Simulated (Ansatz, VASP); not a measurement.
# GeSb3O2 in VASP and in Ansatz

```
Ge Sb O
1.0
     4.22257    0.00000    0.00000
     0.00000    4.22257    0.00000
     0.00000    0.00000    7.46677
Ge Sb O
1 3 2
Cartesian
  0.0000 0.0000 0.0000
  2.1113 2.1113 0.0000
  0.0000 2.1113 3.7837
  2.1113 0.0000 3.6831
  0.0000 2.1113 5.7684
  2.1113 0.0000 1.6984
```

Change from the starting cell: species swapped into the Zr2CuSb3 type (P-4m2, No. 115).

Alike in both runs: task relaxation of cell and atoms; functional PBE; k mesh 4 × 4 × 4; occupations gaussian, width 0.1 eV; no spin polarisation.

```csv
,VASP,Ansatz
version,VASP 6.6.1,Ansatz 0.2.0
potentials or method,"VASP PAW PBE potentials, release 64 (Ge_d, Sb, O), cutoff 600 eV","scalar-relativistic, plane waves, PAW"
valence electrons in the cell,41,71
```

```tsv
	VASP	Ansatz	Ansatz less VASP
gap on the k mesh at the Fermi level, each at its own relaxed structure (eV)	none	none	-
relaxed volume (Å³/atom)	22.20	22.19	-0.011
relaxed cell length with the largest relative difference (Å)	7.475	7.467	-0.0086
```

A gap of «none» marks a metal or a gap that the smearing closes. VASP's potentials hold 41 valence electrons a cell and Ansatz's 71, so a difference there can come from the potentials and not from the codes.

The k mesh is coarse, so the values compare programs but aren't converged. Spin-orbit coupling is off throughout.
